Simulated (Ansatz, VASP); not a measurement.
**CsH in VASP and in Ansatz**

```xyz
2
Lattice="0.0000 3.3655 2.8606 3.3655 0.0000 2.8606 3.3655 3.3655 0.0000" Properties=species:S:1:pos:R:3 pbc="T T T"
Cs    0.0000    0.0000    0.0000
H     3.3655    3.3655    2.8606
```

Alike in both runs: task single point; functional r2SCAN; k mesh 8 × 8 × 8; occupations gaussian, width 0.05 eV; no spin polarisation.

```csv
,VASP,Ansatz
version,VASP 6.6.1,Ansatz 0.2.0
potentials or method,"VASP PAW PBE potentials, release 64 (Cs_sv, H), cutoff 520 eV","scalar-relativistic, plane waves, PAW"
valence electrons in the cell,10,10
```

|  | VASP | Ansatz | Ansatz less VASP |
| --- | --- | --- | --- |
| gap on the k mesh at the Fermi level (eV) | 2.50 | 2.52 | +0.021 |
| least direct gap on the mesh (eV) | 2.50 | 2.52 | +0.021 |
| pressure (GPa) | 0.8 | 0.7 | -0.04 |
| traceless stress, the component that is largest in VASP (GPa) | 3.30 | 3.23 | -0.066 |

VASP's potentials were made for PBE, not for r2SCAN.

Spin-orbit coupling is off throughout.
